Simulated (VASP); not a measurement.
The system is PbS.

```
Pb S
1.0
     0.00000    3.30098    3.30098
     3.30098    0.00000    3.30098
     3.30098    3.30098    0.00000
Pb S
1 1
Cartesian
  0.0000 0.0000 0.0000
  1.6505 1.6505 1.6505
```

Base run:

* Program: VASP 6.6.1
* Functional: r2SCAN
* Potentials or basis: VASP PAW PBE potentials, release 64 (Pb_d, S)
* Cutoff: 520 eV
* k mesh: 6 × 6 × 6
* Occupations: gaussian, width 0.01 eV
* Spin: no spin polarisation

Its results: band gap on the k mesh 1.07 eV, indirect (least direct gap 1.44 eV); pressure 0.0 GPa.

The run is repeated on the same cell with these changes: functional from r2SCAN to PBE; occupations from gaussian, width 0.01 eV to fermi-dirac, width 0.02 eV. What comes out?

Band gap on the k mesh 0.91 eV, indirect (least direct gap 1.27 eV); pressure 0.7 GPa.

Caveats: spin-orbit coupling is left out, which moves the levels of the heavy elements; the PAW data sets were made with another functional, which shifts forces and pressure a little (some runs).

A k mesh can miss the band edges.
